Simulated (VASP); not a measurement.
# Al (P6_3/mmc) in VASP: notebook

Runs on Al. Level: r2SCAN. Tasks: single point.

Everything below comes from runs of VASP 6.6.1. Logs are shortened: lines on timing, memory, paths and dates and some standing lists are left out, and cuts for length are marked.

### 1 The cell of the first run

It takes space group P6_3/mmc (No. 194, hexagonal). Conventional cell: a = 2.964 Å, b = 2.964 Å, c = 4.208 Å, α = 90.00°, β = 90.00°, γ = 120.00°. Within 3.6 Å of Al (site symmetry -6m2) lie 12 Al at 2.71 to 2.96 Å.

This isn't the form of Al at room conditions, which is fcc.

### 2 Single point, r2SCAN

File POSCAR:

```
Al
1.0
    2.9644046781      0.0000000000      0.0000000000
   -1.4822023391      2.5672497584      0.0000000000
    0.0000000000      0.0000000000      4.2075922765
Al
2
Direct
    0.6666666667      0.3333333333      0.7500000000
    0.3333333333      0.6666666667      0.2500000000
```

File INCAR.step1:

```
ALGO = Normal ; EDIFF = 1E-4
ENCUT = 520 ; GGA = PE
ISMEAR = 0 ; LASPH = True
LCHARG = False ; LREAL = False
LWAVE = True ; NBANDS = 10
NELM = 60 ; PREC = Accurate
SIGMA = 0.15
```

File INCAR.step2:

```
ALGO = Normal ; EDIFF = 1E-7
ENCUT = 520 ; ISIF = 2
ISMEAR = 0 ; ISTART = 1
LASPH = True ; LCHARG = False
LMIXTAU = True ; LREAL = False
LWAVE = False ; METAGGA = R2SCAN
NBANDS = 10 ; NELM = 60
PREC = Accurate ; SIGMA = 0.15
```

File KPOINTS:

```
k-points
0
Gamma
  30 30 14
```

Potentials or basis: VASP PAW PBE potentials, release 64 (Al).

Run with:

```bash
cat potpaw_PBE.64/Al/POTCAR > POTCAR
cp INCAR.step1 INCAR
mpirun -np 1 vasp_std > vasp.out
cp INCAR.step2 INCAR
mpirun -np 1 vasp_std > vasp.out
```

OUTCAR:

```text
EDIFF = 1E-7
   ENCUT = 520
   ISIF = 2
   ISMEAR = 0
   ISTART = 1
   LASPH = True
   LREAL = False
   METAGGA = R2SCAN
   NELM = 60
   PREC = Accurate

 ion  position               nearest neighbor table
   1  0.667  0.333  0.750-   2 2.71   2 2.71   2 2.71   2 2.71   2 2.71   2 2.71
   2  0.333  0.667  0.250-   1 2.71   1 2.71   1 2.71   1 2.71   1 2.71   1 2.71

  LATTYP: Found a hexagonal cell.
 ALAT       =     2.9644046781
 C/A-ratio  =     1.4193717570

  Lattice vectors:

 A1 = (   2.9644046781,   0.0000000000,   0.0000000000)
 A2 = (  -1.4822023391,   2.5672497584,   0.0000000000)
 A3 = (   0.0000000000,   0.0000000000,   4.2075922765)

Analysis of symmetry for initial positions (statically):
=====================================================================
 Subroutine PRICEL returns:
 Original cell was already a primitive cell.

 Routine SETGRP: Setting up the symmetry group for a
 hexagonal supercell.

 Subroutine GETGRP returns: Found 24 space group operations
 (whereof 12 operations were pure point group operations)
 out of a pool of 24 trial point group operations.

The static configuration has the point symmetry D_3d.
 The point group associated with its full space group is D_6h.

Analysis of symmetry for dynamics (positions and initial velocities):
=====================================================================
 Subroutine PRICEL returns:
 Original cell was already a primitive cell.

 Routine SETGRP: Setting up the symmetry group for a
 hexagonal supercell.

 Subroutine GETGRP returns: Found 24 space group operations
 (whereof 12 operations were pure point group operations)
 out of a pool of 24 trial point group operations.

The dynamic configuration has the point symmetry D_3d.
 The point group associated with its full space group is D_6h.

 Subroutine INISYM returns: Found 24 space group operations
 (whereof 12 operations are pure point group operations),
 and found     1 'primitive' translations

----------------------------------------------------------------------------------------

                                     Primitive cell

  volume of cell :      32.0213

  direct lattice vectors                    reciprocal lattice vectors
     2.964404678  0.000000000  0.000000000     0.337335860  0.194760949  0.000000000
    -1.482202339  2.567249758  0.000000000     0.000000000  0.389521899  0.000000000
     0.000000000  0.000000000  4.207592276     0.000000000  0.000000000  0.237665614

  length of vectors
     2.964404678  2.964404678  4.207592276     0.389521899  0.389521899  0.237665614

  position of ions in fractional coordinates (direct lattice)
     0.666666667  0.333333333  0.750000000
     0.333333333  0.666666667  0.250000000

  ion indices of the primitive-cell ions
   primitive index   ion index
                 1           1
                 2           2

----------------------------------------------------------------------------------------

 KPOINTS: k-points

Automatic generation of k-mesh.
 Grid dimensions read from file:
 generate k-points for:   30   30   14

 Generating k-lattice:

  Cartesian coordinates                     Fractional coordinates (reciprocal lattice)
     0.011244529  0.006492032  0.000000000     0.033333333 -0.000000000  0.000000000
     0.000000000  0.012984063  0.000000000     0.000000000  0.033333333  0.000000000
     0.000000000  0.000000000  0.016976115     0.000000000  0.000000000  0.071428571

  Length of vectors
     0.012984063  0.012984063  0.016976115

  Shift w.r.t. Gamma in fractional coordinates (k-lattice)
     0.000000000  0.000000000  0.000000000

 Subroutine IBZKPT returns following result:
 ===========================================

 Found    728 irreducible k-points:

 Following reciprocal coordinates:
            Coordinates               Weight
  0.000000  0.000000  0.000000      1.000000
  0.033333  0.000000  0.000000      6.000000
  0.066667  0.000000  0.000000      6.000000
  0.100000 -0.000000  0.000000      6.000000
  0.133333 -0.000000  0.000000      6.000000
  0.166667 -0.000000  0.000000      6.000000
[... 16 lines left out ...]
  0.233333  0.033333  0.000000     12.000000
  0.266667  0.033333  0.000000     12.000000
 [... further k-points ...]
   k-points           NKPTS =    728   k-points in BZ     NKDIM =    728   number of bands    NBANDS=     10
   number of dos      NEDOS =    301   number of ions     NIONS =      2
   total plane-waves  NPLWV =  18432
   dimension x,y,z NGX =    24 NGY =   24 NGZ =   32
   dimension x,y,z NGXF=    48 NGYF=   48 NGZF=   64
   ions per type =               2
   NGX,Y,Z   is equivalent  to a cutoff of  13.46, 13.46, 12.64 a.u.
   NGXF,Y,Z  is equivalent  to a cutoff of  26.92, 26.92, 25.29 a.u.
 SYSTEM =  unknown system
   PREC   = accura    normal or accurate (medium, high low for compatibility)
   ISTART =      1    job   : 0-new  1-cont  2-samecut
   ICHARG =      0    charge: 1-file 2-atom 10-const
   ISPIN  =      1    spin polarized calculation?
   LNONCOLLINEAR =      F non collinear calculations
   LSORBIT =      F    spin-orbit coupling
   LASPH  =      T    aspherical Exc in radial PAW
   ENCUT  =  520.0 eV  38.22 Ry    6.18 a.u.   5.51  5.51  7.82*2*pi/ulx,y,z
   NELM   =     60;   NELMIN=  2; NELMDL=  0     # of ELM steps
   EDIFF  = 0.1E-06   stopping-criterion for ELM
   LREAL  =      F    real-space projection
   EDIFFG = 0.1E-05   stopping-criterion for IOM
   NSW    =      0    number of steps for IOM
   IBRION =     -1    ionic relax: 0-MD 1-quasi-New 2-CG
   NFREE  =      0    steps in history (QN), initial steepest desc. (CG)
   ISIF   =      2    stress and relaxation
   ISYM   =      2    0-nonsym 1-usesym 2-fastsym
   POTIM  = 0.5000    time-step for ionic-motion
   TEBEG  =    0.0;   TEEND  =   0.0 temperature during run
   PSTRESS=    0.0 pullay stress
   NELECT =       6.0000    total number of electrons
   NUPDOWN=      -1.0000    fix difference up-down
   EMIN   =  10.00;   EMAX   =-10.00  energy-range for DOS
   EFERMI =   0.00;   METHOD = LEGACY
   ISMEAR =     0;   SIGMA  =   0.15  broadening in eV -4-tet -1-fermi 0-gaus
   EFERMI_NEDOS =   21; number of points for ismear=-14 and -15
   IALGO  =     38    algorithm
   IMIX   =      4    mixing-type and parameters
     AMIX     =   0.40;   BMIX     =  1.00
     AMIX_MAG =   1.60;   BMIX_MAG =  1.00
  volume/ion in A,a.u.               =      16.01       108.05
  Fermi-wavevector in a.u.,A,eV,Ry     =   0.936797  1.770290 11.940318  0.877589
  Thomas-Fermi vector in A             =   2.063843
   LORBIT       =      0    0 simple, 1 ext, 2 COOP (PROOUT), +10 PAW based schemes
   METAGGA = R2SCAN    functional components
   LHFCALC =     F    Hartree Fock is set to
   AEXX    =    0.0000 exact exchange contribution
   IVDW    =     0    specifies the selected vdW correction
   LEPSILON=     F    determine dielectric tensor
   LRPA    =     F    only Hartree local field effects (RPA)
 non-spin polarized calculation
 Gauss-broadening in eV      SIGMA  =   0.15
  energy-cutoff  :      520.00
  volume of cell :       32.02
 maximum number of plane-waves:       915
 NGX is ok and might be reduce to    24

 number of electron       6.0000000 magnetization

 Free energy of the ion-electron system (eV)
  ---------------------------------------------------
  ext. energy  EPLUGINS =         0.00000000
  ---------------------------------------------------
  free energy    TOTEN  =       -13.27965933 eV

  energy without entropy =      -13.27240475  energy(sigma->0) =      -13.27603204

 E-fermi :   8.3221     XC(G=0): -11.0207

 val. band max:        8.3202799498   @ k =   0.2667   0.1667   0.0000
 cond. band min:       8.3225115569   @ k =   0.4000   0.1333   0.2143
 fundamental gap:      0.0022316071
 Fermi energy:         8.3221230010

 k-point     1 :       0.0000    0.0000    0.0000
  band No.  band energies     occupation
      1      -3.7436      2.00000
      2       4.2288      2.00000
      3       5.6307      2.00000
      4      17.5095      0.00000
      5      17.5095      0.00000
      6      18.2884      0.00000
      7      18.2884      0.00000
      8      21.3513      0.00000
      9      21.6041      0.00000
     10      23.8650      0.00000

 k-point     2 :       0.0333    0.0000    0.0000
  band No.  band energies     occupation
      1      -3.7171      2.00000
      2       4.2530      2.00000
      3       5.6555      2.00000
      4      16.9015      0.00000
      5      17.1280      0.00000
      6      18.3591      0.00000
      7      18.7166      0.00000
      8      21.6862      0.00000
      9      21.8590      0.00000
     10      23.4592      0.00000

 k-point     3 :       0.0667    0.0000    0.0000
  band No.  band energies     occupation
      1      -3.6376      2.00000
      2       4.3257      2.00000
      3       5.7297      2.00000
      4      15.8119      0.00000
      5      16.5540      0.00000
      6      18.1410      0.00000
      7      19.4303      0.00000
      8      22.2558      0.00000
      9      22.5650      0.00000
     10      22.7179      0.00000

 k-point     4 :       0.1000   -0.0000    0.0000
  band No.  band energies     occupation
      1      -3.5052      2.00000
      2       4.4467      2.00000
      3       5.8525      2.00000
      4      14.6193      0.00000
      5      15.9958      0.00000
      6      17.7169      0.00000
      7      20.2208      0.00000
      8      21.5016      0.00000
      9      22.7155      0.00000
     10      22.9620      0.00000
[... 222 lines left out ...]
 k-point    22 :       0.2000    0.0333    0.0000
  band No.  band energies     occupation
      1      -2.6082      2.00000
      2       5.2698      2.00000
      3       6.6380      2.00000
      4      10.5442      0.00000
      5      13.8672      0.00000
      6      16.5017      0.00000
      7      17.5945      0.00000
      8      19.7329      0.00000
      9      21.0756      0.00000
     10      22.2698      0.00000

 k-point    23 :       0.2333    0.0333    0.0000
  band No.  band energies     occupation
      1      -2.2405      2.00000
      2       5.6083      2.00000
      3       6.9000      2.00000
      4       9.5112      0.00000
      5      13.4905      0.00000
      6      16.0274      0.00000
      7      16.5239      0.00000
      8      18.8491      0.00000
      9      20.6862      0.00000
     10      21.9867      0.00000

 k-point    24 :       0.2667    0.0333    0.0000
  band No.  band energies     occupation
      1      -1.8215      2.00000
      2       5.9949      2.00000
      3       7.0333      2.00000
      4       8.6934      0.00046
      5      13.1572      0.00000
      6      15.4874      0.00000
      7      15.5489      0.00000
      8      18.0361      0.00000
      9      20.3423      0.00000
     10      21.7132      0.00000

 [... further k-points ...]

------------------------ aborting loop because EDIFF is reached ----------------------------------------

  FORCE on cell =-STRESS in cart. coord.  units (eV):
  Direction    XX          YY          ZZ          XY          YZ          ZX
  --------------------------------------------------------------------------------------
  -------------------------------------------------------------------------------------
  Total       -0.4648858     -0.4648858      2.0504357      0.0000000     -0.0000000      0.0000000
  in kB      -23.2604222    -23.2604222    102.5929423      0.0000000     -0.0000000      0.0000000
  external PRESSURE =      18.6906993 kB  Pullay stress =       0.0000000 kB

 VOLUME and BASIS-vectors are now :
 -----------------------------------------------------------------------------
  energy-cutoff  :      520.00
  volume of cell :       32.02
      direct lattice vectors                 reciprocal lattice vectors
     2.964404678  0.000000000  0.000000000     0.337335860  0.194760949  0.000000000
    -1.482202339  2.567249758  0.000000000     0.000000000  0.389521899  0.000000000
     0.000000000  0.000000000  4.207592276     0.000000000  0.000000000  0.237665614

 POSITION                                       TOTAL-FORCE (eV/Angst)
 -----------------------------------------------------------------------------------
      1.48220      0.85575      3.15569         0.000000      0.000000      0.000000
     -0.00000      1.71150      1.05190        -0.000000     -0.000000      0.000000
 -----------------------------------------------------------------------------------
    total drift:                                0.000000     -0.000000      0.000000

  FREE ENERGIE OF THE ION-ELECTRON SYSTEM (eV)
  ---------------------------------------------------
  free  energy   TOTEN  =       -13.2796593319 eV

  energy  without entropy=      -13.2724047511  energy(sigma->0) =      -13.27603204
```

Run time: 3.5 min. Hardware: 1 thread of Intel Xeon 6975P-C (Granite Rapids), shared host; peak memory 0.3 GiB.

Results:

| Property | Result |
| --- | --- |
| Free energy | -13.2797 eV |
| Pressure | 1.9 GPa |
| Band gap on the k mesh | zero (bands 3 and 4 overlap by 10.44 eV) |

Caveat: the PAW data sets were made with another functional, which shifts forces and pressure a little.

### 3 Single point, r2SCAN

This run uses another cell than the first one, of the same volume but with other edges.

File POSCAR:

```
Al
1.0
    2.6425104687      0.0000000000      0.0000000000
   -1.3212552344      2.2884811957      0.0000000000
    0.0000000000      0.0000000000      5.2951125557
Al
2
Direct
    0.6666666667      0.3333333333      0.7500000000
    0.3333333333      0.6666666667      0.2500000000
```

File INCAR.step1:

```
  PREC = Accurate
  ENCUT = 520
  ISMEAR = 0
  SIGMA = 0.15
  LREAL = F
  LASPH = T
  NELM = 80
  NBANDS = 10
  GGA = PE
  ALGO = Normal
  EDIFF = 1E-4
  LWAVE = T
  LCHARG = F
```

File INCAR.step2:

```
  PREC = Accurate
  ENCUT = 520
  EDIFF = 1E-6
  ISMEAR = 0
  SIGMA = 0.15
  LREAL = F
  LASPH = T
  NELM = 80
  ALGO = Normal
  ISIF = 2
  LWAVE = F
  LCHARG = F
  METAGGA = R2SCAN
  LMIXTAU = T
  NBANDS = 10
  ISTART = 1
```

File KPOINTS:

```
regular mesh
0
Gamma
  30 30 14
```

Potentials or basis: VASP PAW PBE potentials, release 64 (Al).

Run with:

```bash
cat potpaw_PBE.64/Al/POTCAR > POTCAR
cp INCAR.step1 INCAR
mpirun -np 1 vasp_std > vasp.out
cp INCAR.step2 INCAR
mpirun -np 1 vasp_std > vasp.out
```

Run time: 3.6 min. Hardware: 1 thread of Intel Xeon 6975P-C (Granite Rapids), shared host; peak memory 0.29 GiB.

The run converged. Its results:

| Property | Result |
| --- | --- |
| Free energy | -13.1670 eV |
| Pressure | 5.0 GPa |
| Band gap on the k mesh | zero (bands 3 and 4 overlap by 5.68 eV) |

Stress tensor (GPa, compression positive):
```
11.54  0.00  0.00
 0.00 11.54  0.00
 0.00  0.00 -7.95
```

Levels at points of the mesh, in eV from the Fermi level:
| k point | band 1 | band 2 | band 3 | band 4 | band 5 | band 6 | band 7 | band 8 |
| --- | --- | --- | --- | --- | --- | --- | --- | --- |
| (0.00, 0.00, 0.00) | -12.01 | -7.02 | -5.96 | 8.88 | 9.12 | 14.62 | 14.62 | 15.18 |
| (0.50, 0.00, 0.00) | -4.96 | -4.61 | -0.31 | 0.82 | 0.94 | 1.46 | 9.05 | 10.25 |
| (0.00, 0.00, 0.50) | -10.63 | -10.63 | 0.18 | 0.18 | 15.23 | 15.23 | 15.23 | 15.23 |
| (0.50, 0.00, 0.50) | -4.00 | -4.00 | -2.69 | -2.69 | 6.93 | 6.93 | 6.99 | 6.99 |

Caveat: the cell stands under pressure; the PAW data sets were made with another functional, which shifts forces and pressure a little.

(Part 1 of 2 ends here.)
